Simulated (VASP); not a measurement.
# Be2P in VASP: further runs

The runs below take Be2P through single point, relaxation of cell and atoms, with PBE.

Program: VASP 6.6.1. These are calculated values, not measurements. Logs are shortened: lines on timing, memory, paths and dates and some standing lists are left out, and cuts for length are marked.

## 1. The cell of the first run

The typed cell holds 6 atoms: a = 3.434 Å, b = 3.436 Å, c = 7.681 Å, α = 90.01°, β = 77.05°, γ = 120.03°.

## 2. Single point, PBE

File INCAR:

```
ALGO = Normal
EDIFF = 1E-6
ENCUT = 520
GGA = PE
ISIF = 2
ISMEAR = 0
LASPH = True
LCHARG = False
LREAL = False
LWAVE = False
NBANDS = 18
NELM = 100
PREC = Accurate
SIGMA = 0.2
```

File KPOINTS:

```
k-points
0
Gamma
  6 6 4
```

File POSCAR:

```
Be2P
1.0
    3.4141161301     -0.0135408583      0.3662860210
   -1.7171697632      2.9761411578     -0.0020877057
    0.9169636475      0.5321921056      7.6073112560
Be P
4 2
Direct
    0.2782086550      0.1394210343      0.3335660355
   -0.0948807531     -0.0479406746      0.8918494995
   -0.2793447366     -0.1398552094      0.1686928144
    0.0950354622      0.0479397150      0.6079520417
    0.5222228110      0.7614550547      0.4670593165
    0.1454252281      0.5723134133      0.0308802924
```

Potentials or basis: VASP PAW PBE potentials, release 64 (Be, P).

Command:

```sh
$ cat potpaw_PBE.64/Be/POTCAR potpaw_PBE.64/P/POTCAR > POTCAR
$ mpirun -np 1 vasp_std > vasp.out
```

OUTCAR:

```text
EDIFF = 1E-6
   ENCUT = 520
   GGA = PE
   ISIF = 2
   ISMEAR = 0
   LASPH = True
   LREAL = False
   NELM = 100
   PREC = Accurate

 ion  position               nearest neighbor table
   1  0.278  0.139  0.334-   4 2.04   5 2.22   5 2.22   5 2.22   3 2.33   3 2.33   3 2.33
   2  0.905  0.952  0.892-   3 2.05   4 2.11   6 2.23   6 2.24   6 2.24
   3  0.721  0.860  0.169-   2 2.05   5 2.21   6 2.23   6 2.23   6 2.23   1 2.33   1 2.33   1 2.33

   4  0.095  0.048  0.608-   1 2.04   2 2.11   5 2.24   5 2.24   5 2.24
   5  0.522  0.761  0.467-   3 2.21   1 2.22   1 2.22   1 2.22   4 2.24   4 2.24   4 2.24
   6  0.145  0.572  0.031-   3 2.23   3 2.23   3 2.23   2 2.23   2 2.24   2 2.24

  LATTYP: Found a triclinic cell.
 ALAT       =     3.4335503374
 B/A-ratio  =     1.0000538541
 C/A-ratio  =     2.4503994431
 COS(alpha) =     0.0002140751
 COS(beta)  =     0.4086652625
 COS(gamma) =     0.4993134086

  Lattice vectors:

 A1 = (  -1.6969463669,  -2.9626002995,  -0.3641983153)
 A2 = (  -3.4141161301,   0.0135408583,  -0.3662860210)
 A3 = (   0.8002061157,  -3.5083332634,  -7.6052235503)

Analysis of symmetry for initial positions (statically):
=====================================================================
 Subroutine PRICEL returns:
 Original cell was already a primitive cell.

 Routine SETGRP: Setting up the symmetry group for a
 triclinic supercell.

 Subroutine GETGRP returns: Found  1 space group operations
 (whereof  1 operations were pure point group operations)
 out of a pool of  2 trial point group operations.

The static configuration has the point symmetry C_1 .

Analysis of symmetry for dynamics (positions and initial velocities):
=====================================================================
 Subroutine PRICEL returns:
 Original cell was already a primitive cell.

 Routine SETGRP: Setting up the symmetry group for a
 triclinic supercell.

 Subroutine GETGRP returns: Found  1 space group operations
 (whereof  1 operations were pure point group operations)
 out of a pool of  2 trial point group operations.

The dynamic configuration has the point symmetry C_1 .

 Subroutine INISYM returns: Found  1 space group operations
 (whereof  1 operations are pure point group operations),
 and found     1 'primitive' translations

----------------------------------------------------------------------------------------

                                     Primitive cell

  volume of cell :      75.7897

  direct lattice vectors                    reciprocal lattice vectors
     3.414116130 -0.013540858  0.366286021     0.298741834  0.172333929 -0.048065623
    -1.717169763  2.976141158 -0.002087706     0.003931196  0.338256852 -0.024137620
     0.916963648  0.532192106  7.607311256    -0.014383104 -0.008204913  0.133760187

  length of vectors
     3.433735248  3.435999497  7.680835587     0.348218280  0.339139760  0.134781237

  position of ions in fractional coordinates (direct lattice)
     0.278208655  0.139421034  0.333566035
     0.905119247  0.952059325  0.891849499
     0.720655263  0.860144791  0.168692814
     0.095035462  0.047939715  0.607952042
     0.522222811  0.761455055  0.467059316
     0.145425228  0.572313413  0.030880292

  ion indices of the primitive-cell ions
   primitive index   ion index
                 1           1
                 2           2
                 3           3
                 4           4
                 5           5
                 6           6

----------------------------------------------------------------------------------------

 KPOINTS: k-points

Automatic generation of k-mesh.
 Grid dimensions read from file:
 generate k-points for:    6    6    4

 Generating k-lattice:

  Cartesian coordinates                     Fractional coordinates (reciprocal lattice)
     0.049790306  0.028722321 -0.008010937     0.166666667  0.000000000  0.000000000
     0.000655199  0.056376142 -0.004022937     0.000000000  0.166666667  0.000000000
    -0.003595776 -0.002051228  0.033440047     0.000000000 -0.000000000  0.250000000

  Length of vectors
     0.058036380  0.056523293  0.033695309

  Shift w.r.t. Gamma in fractional coordinates (k-lattice)
     0.000000000  0.000000000  0.000000000

 Subroutine IBZKPT returns following result:
 ===========================================

 Found     76 irreducible k-points:

 Following reciprocal coordinates:
            Coordinates               Weight
  0.000000  0.000000  0.000000      1.000000
  0.166667  0.000000  0.000000      2.000000
  0.333333  0.000000  0.000000      2.000000
  0.500000 -0.000000 -0.000000      1.000000
 -0.000000  0.166667 -0.000000      2.000000
  0.166667  0.166667  0.000000      2.000000
[... 16 lines left out ...]
  0.333333  0.000000  0.250000      2.000000
  0.500000  0.000000  0.250000      2.000000
 [... further k-points ...]
   k-points           NKPTS =     76   k-points in BZ     NKDIM =     76   number of bands    NBANDS=     18
   number of dos      NEDOS =    301   number of ions     NIONS =      6
   total plane-waves  NPLWV =  47040
   dimension x,y,z NGX =    28 NGY =   28 NGZ =   60
   dimension x,y,z NGXF=    56 NGYF=   56 NGZF=  120
   ions per type =               4   2
   NGX,Y,Z   is equivalent  to a cutoff of  13.56, 13.55, 12.99 a.u.
   NGXF,Y,Z  is equivalent  to a cutoff of  27.11, 27.09, 25.97 a.u.
 SYSTEM =  unknown system
   PREC   = accura    normal or accurate (medium, high low for compatibility)
   ISTART =      0    job   : 0-new  1-cont  2-samecut
   ICHARG =      2    charge: 1-file 2-atom 10-const
   ISPIN  =      1    spin polarized calculation?
   LNONCOLLINEAR =      F non collinear calculations
   LSORBIT =      F    spin-orbit coupling
   LASPH  =      T    aspherical Exc in radial PAW
   ENCUT  =  520.0 eV  38.22 Ry    6.18 a.u.   6.38  6.39 14.28*2*pi/ulx,y,z
   NELM   =    100;   NELMIN=  2; NELMDL= -5     # of ELM steps
   EDIFF  = 0.1E-05   stopping-criterion for ELM
   LREAL  =      F    real-space projection
[... 7 lines left out ...]
   TEBEG  =    0.0;   TEEND  =   0.0 temperature during run
   PSTRESS=    0.0 pullay stress
   NELECT =      18.0000    total number of electrons
   NUPDOWN=      -1.0000    fix difference up-down
   EMIN   =  10.00;   EMAX   =-10.00  energy-range for DOS
   EFERMI =   0.00;   METHOD = LEGACY
   ISMEAR =     0;   SIGMA  =   0.20  broadening in eV -4-tet -1-fermi 0-gaus
   EFERMI_NEDOS =   21; number of points for ismear=-14 and -15
   IALGO  =     38    algorithm
   IMIX   =      4    mixing-type and parameters
     AMIX     =   0.40;   BMIX     =  1.00
     AMIX_MAG =   1.60;   BMIX_MAG =  1.00
  volume/ion in A,a.u.               =      12.63        85.24
  Fermi-wavevector in a.u.,A,eV,Ry     =   1.013823  1.915849 13.984585  1.027838
  Thomas-Fermi vector in A             =   2.147015
   LORBIT       =      0    0 simple, 1 ext, 2 COOP (PROOUT), +10 PAW based schemes
   GGA     = PE    functional components
   LHFCALC =     F    Hartree Fock is set to
   AEXX    =    0.0000 exact exchange contribution
   IVDW    =     0    specifies the selected vdW correction
   LEPSILON=     F    determine dielectric tensor
   LRPA    =     F    only Hartree local field effects (RPA)
 non-spin polarized calculation
 Gauss-broadening in eV      SIGMA  =   0.20
  energy-cutoff  :      520.00
  volume of cell :       75.79
 maximum number of plane-waves:      2063
 NGX is ok and might be reduce to    28

 number of electron      18.0000000 magnetization

 Free energy of the ion-electron system (eV)
  ---------------------------------------------------
  ext. energy  EPLUGINS =         0.00000000
  ---------------------------------------------------
  free energy    TOTEN  =       -25.27281071 eV

  energy without entropy =      -25.25648818  energy(sigma->0) =      -25.26464944

 E-fermi :   5.7960     XC(G=0):  -9.8624

 val. band max:        5.6942227515   @ k =  -0.1667   0.3333   0.5000
 cond. band min:       5.8053870056   @ k =  -0.0000  -0.1667   0.2500
 fundamental gap:      0.1111642541
 Fermi energy:         5.7959797812

 k-point     1 :       0.0000    0.0000    0.0000
  band No.  band energies     occupation
      1      -7.8000      2.00000
      2      -6.7587      2.00000
      3      -1.5690      2.00000
      4       3.0127      2.00000
      5       3.7264      2.00000
      6       4.4435      2.00000
[... 10 lines left out ...]
     17      11.8160      0.00000
     18      11.8335      0.00000

 k-point     2 :       0.1667    0.0000    0.0000
  band No.  band energies     occupation
      1      -7.4405      2.00000
      2      -6.4311      2.00000
      3      -1.1604      2.00000
      4       2.1962      2.00000
      5       2.8321      2.00000
      6       3.1450      2.00000
[... 10 lines left out ...]
     17      11.4413      0.00000
     18      12.0588      0.00000

 k-point     3 :       0.3333    0.0000    0.0000
  band No.  band energies     occupation
      1      -6.4473      2.00000
      2      -5.5630      2.00000
      3      -0.5047      2.00000
      4      -0.1264      2.00000
      5       0.3740      2.00000
      6       2.5622      2.00000
[... 10 lines left out ...]
     17      13.7500      0.00000
     18      13.9619      0.00000

 k-point     4 :       0.5000   -0.0000   -0.0000
  band No.  band energies     occupation
      1      -5.5458      2.00000
      2      -4.9630      2.00000
      3      -1.7670      2.00000
      4      -1.4061      2.00000
      5       1.3282      2.00000
      6       2.1872      2.00000
[... 375 lines left out ...]
      4       2.1849      2.00000
      5       2.6454      2.00000
      6       3.1851      2.00000
[... 10 lines left out ...]
     17      11.8344      0.00000
     18      12.0932      0.00000

 k-point    23 :       0.3333    0.0000    0.2500
  band No.  band energies     occupation
      1      -6.4767      2.00000
      2      -5.5091      2.00000
      3      -0.5317      2.00000
      4      -0.3063      2.00000
      5       0.3861      2.00000
      6       2.6275      2.00000
[... 10 lines left out ...]
     17      14.0596      0.00000
     18      14.1738      0.00000

 k-point    24 :       0.5000    0.0000    0.2500
  band No.  band energies     occupation
      1      -5.5723      2.00000
      2      -4.9243      2.00000
      3      -1.8122      2.00000
      4      -1.3423      2.00000
      5       1.1076      2.00000
      6       2.2313      2.00000
[... 10 lines left out ...]
     17      13.4920      0.00000
     18      14.3626      0.00000

 [... further k-points ...]
[... 5 lines left out ...]
  --------------------------------------------------------------------------------------
  -------------------------------------------------------------------------------------
  Total        0.0231761      0.0256861      0.0156589      0.0121637      0.0044937      0.0065164
  in kB        0.4899385      0.5429996      0.3310258      0.2571378      0.0949958      0.1377543
  external PRESSURE =       0.4546547 kB  Pullay stress =       0.0000000 kB

 VOLUME and BASIS-vectors are now :
 -----------------------------------------------------------------------------
  energy-cutoff  :      520.00
  volume of cell :       75.79
      direct lattice vectors                 reciprocal lattice vectors
     3.414116130 -0.013540858  0.366286021     0.298741834  0.172333929 -0.048065623
    -1.717169763  2.976141158 -0.002087706     0.003931196  0.338256852 -0.024137620
     0.916963648  0.532192106  7.607311256    -0.014383104 -0.008204913  0.133760187

 POSITION                                       TOTAL-FORCE (eV/Angst)
 -----------------------------------------------------------------------------------
      1.01630      0.58869      2.63915         0.003396     -0.000348     -0.014751
      2.27313      3.29584      7.11412         0.004037      0.002953     -0.010502
      1.13807      2.63993      1.54547        -0.002377     -0.000573      0.011125
      0.79961      0.46494      4.65959        -0.002519     -0.002081      0.012139
      0.90366      2.50769      3.74276        -0.000705     -0.000436      0.001306
     -0.45794      1.71775      0.28699        -0.001833      0.000485      0.000684
 -----------------------------------------------------------------------------------
    total drift:                               -0.000045     -0.000042     -0.000123

  FREE ENERGIE OF THE ION-ELECTRON SYSTEM (eV)
  ---------------------------------------------------
  free  energy   TOTEN  =       -25.2728107071 eV

  energy  without entropy=      -25.2564881760  energy(sigma->0) =      -25.26464944
```

It took 58 s on 1 thread of Intel Xeon 6975P-C (Granite Rapids), shared host; peak memory 0.23 GiB.

Results:

```
Free energy            : -25.2728 eV
Pressure               : 0.0 GPa
Largest force          : 0.015 eV/Å
Band gap on the k mesh : zero (bands 9 and 10 overlap by 1.15 eV)
```

Forces on the atoms (eV/Å):
```
Be   0.003  0.000 -0.015
Be   0.004  0.003 -0.011
Be  -0.002 -0.001  0.011
Be  -0.003 -0.002  0.012
P   -0.001  0.000  0.001
P   -0.002  0.000  0.001
```

## 3. Single point, PBE

This run uses another cell than the first one, of the same volume but with other edges.

File INCAR:

```
SYSTEM = Be2P
PREC = Accurate
ENCUT = 520
EDIFF = 1E-6
ISMEAR = 0
SIGMA = 0.1
LREAL = .False.
LASPH = .True.
NELM = 100
ALGO = Normal
ISIF = 2
LWAVE = .False.
LCHARG = .False.
GGA = PE
NBANDS = 18
```

File KPOINTS:

```
Automatic mesh
0
Gamma
  12 12 12
  0 0 0
```

File POSCAR:

```
Be2P
1.0
    1.7163396353      0.9909291505      7.4133268564
   -1.7163396353      0.9909291505      7.4133268564
    0.0000000000     -1.9818583009      7.4133268564
Be P
4 2
Direct
    0.1395041228      0.1395041228      0.1395041228
    0.9531871062      0.9531871062      0.9531871062
    0.8606380814      0.8606380814      0.8606380814
    0.0479351102      0.0479351102      0.0479351102
    0.7613522064      0.7613522064      0.7613522064
    0.5735656671      0.5735656671      0.5735656671
```

Potentials or basis: VASP PAW PBE potentials, release 64 (Be, P).

Command:

```sh
$ cat potpaw_PBE.64/Be/POTCAR potpaw_PBE.64/P/POTCAR > POTCAR
$ mpirun -np 1 vasp_std > vasp.out
```

It took 8.6 min on 1 thread of Intel Xeon 6975P-C (Granite Rapids), shared host; peak memory 0.58 GiB.

It converged, with:

- Free energy: -25.2901 eV
- Pressure: 0.0 GPa
- Largest force: 0.018 eV/Å
- Band gap on the k mesh: zero (bands 9 and 10 overlap by 1.39 eV)

Forces on the atoms (eV/Å):
```
Be   0.000  0.000  0.018
Be   0.000  0.000  0.004
Be   0.000  0.000  0.000
Be   0.000  0.000 -0.011
P    0.000  0.000 -0.011
P    0.000  0.000  0.000
```

Levels at points of the mesh, in eV from the Fermi level:
| k point | band 6 | band 7 | band 8 | band 9 | band 10 | band 11 | band 12 | band 13 |
| --- | --- | --- | --- | --- | --- | --- | --- | --- |
| (0.00, 0.00, 0.00) | -1.30 | -1.30 | -0.67 | -0.67 | 3.10 | 3.33 | 3.33 | 3.72 |
| (0.50, 0.00, 0.00) | -3.46 | -3.32 | -2.39 | -1.22 | 0.61 | 1.70 | 2.24 | 3.18 |
| (0.50, 0.50, 0.00) | -3.56 | -3.56 | -2.18 | -1.08 | -0.16 | 1.81 | 2.33 | 2.57 |
| (0.50, 0.50, 0.50) | -1.37 | -0.56 | -0.56 | 0.89 | 2.29 | 3.32 | 3.32 | 3.63 |

## 4. Relaxation of cell and atoms, PBE

This run uses another cell than the first one, of the same volume but with other edges.

File INCAR:

```
SYSTEM = Be2P
ALGO = Normal
EDIFF = 1E-6
EDIFFG = -0.01
ENCUT = 600
GGA = PE
IBRION = 2
ISIF = 3
ISMEAR = 0
LASPH = .TRUE.
LCHARG = .FALSE.
LREAL = .FALSE.
LWAVE = .FALSE.
NELM = 60
NSW = 100
PREC = Accurate
SIGMA = 0.1
```

File KPOINTS:

```
k-points
0
G
  12 12 12
  0 0 0
```

File POSCAR:

```
Be2P
1.0
    1.7168213964      0.9912072954      7.4194321313
   -1.7168213964      0.9912072954      7.4194321313
    0.0000000000     -1.9824145907      7.4194321313
Be P
4 2
Direct
    0.1392861483      0.1392861483      0.1392861483
    0.9531916603      0.9531916603      0.9531916603
    0.8609105553      0.8609105553      0.8609105553
    0.0478241463      0.0478241463      0.0478241463
    0.7614550547      0.7614550547      0.7614550547
    0.5735147293      0.5735147293      0.5735147293
```

Command:

```sh
$ cat potpaw_PBE.64/Be/POTCAR potpaw_PBE.64/P/POTCAR > POTCAR
$ mpirun -np 1 vasp_std > vasp.out
```

Run time: 24 min. Hardware: 1 thread of Intel Xeon 6975P-C (Granite Rapids), shared host; peak memory 0.73 GiB.

It converged, with:

| Property | Result |
| --- | --- |
| Free energy | -25.2905 eV |
| Relaxed volume | 12.61 Å³/atom |
| Relaxed cell | a = 7.672 Å, b = 7.672 Å, c = 7.672 Å, α = 25.86°, β = 25.86°, γ = 25.86° |
| Space group after relaxing (to 0.1 Å) | R3m (No. 160) |
| Energy gained by relaxing | 0.1 meV/atom |
| Ionic steps | 6 |
| Pressure after relaxing | 0.0 GPa |
| Largest force after relaxing | 0.005 eV/Å |
| Band gap on the k mesh | zero (bands 9 and 10 overlap by 1.40 eV) |

Forces on the atoms (eV/Å):
```
Be   0.000  0.000 -0.001
Be   0.000  0.000  0.005
Be   0.000  0.000  0.001
Be   0.000  0.000  0.000
P    0.000  0.000 -0.001
P    0.000  0.000 -0.004
```

The path:
```csv
step,energy change (eV),largest force (eV/Å),pressure (GPa),volume (Å³)
1,0.0000,0.0703,-0.05,75.76
2,-0.0003,0.0213,-0.03,75.71
3,-0.0003,0.0214,-0.03,75.70
4,-0.0004,0.0134,0.01,75.66
5,-0.0004,0.0139,0.04,75.62
6,-0.0004,0.0049,-0.01,75.65
```

Final structure:
```
CELL_PARAMETERS angstrom
1.71657 0.99106 7.41143
-1.71657 0.99106 7.41143
0.00000 -1.98212 7.41143
ATOMIC_POSITIONS crystal
Be 0.13959 0.13959 0.13959
Be 0.95317 0.95317 0.95317
Be 0.86061 0.86061 0.86061
Be 0.04792 0.04792 0.04792
P 0.76130 0.76130 0.76130
P 0.57359 0.57359 0.57359
```

Levels at points of the mesh, in eV from the Fermi level:
```
           k point  band 7  band 8  band 9  band 10  band 11  band 12
(0.00, 0.00, 0.00)   -1.30   -0.68   -0.68     3.10     3.32     3.32
(0.50, 0.00, 0.00)   -3.32   -2.40   -1.22     0.61     1.70     2.24
(0.50, 0.50, 0.00)   -3.56   -2.18   -1.08    -0.16     1.82     2.32
(0.50, 0.50, 0.50)   -0.56   -0.56    0.90     2.30     3.32     3.32
```

## 5. The runs side by side

```tsv
task	cell	k mesh	cutoff (eV)	smearing	gap on the mesh (eV)	pressure (GPa)	largest force (eV/Å)
single point	a = 3.434, b = 3.436, c = 7.681 Å, angles 90.0, 77.1, 120.0°, 6 atoms, atomic positions A	6 × 6 × 4	520	gaussian 0.2 eV	none	0.0	0.02
single point	a = 7.674 Å, angles 25.8°, 6 atoms, atomic positions B	12 × 12 × 12	520	gaussian 0.1 eV	none	0.0	0.02
relaxation of cell and atoms	relaxed from a = 7.680 Å, angles 25.8°, 6 atoms, atomic positions C	12 × 12 × 12	600	gaussian 0.1 eV	none	0.0	-
```

Alike in all rows: level PBE; potentials or basis VASP PAW PBE potentials, release 64 (Be, P); no spin polarisation.

Total energies depend on the potentials used, so only differences within one code and one set of settings carry meaning.

The gap in the log of VASP goes by the Fermi energy; the results here count the filled bands.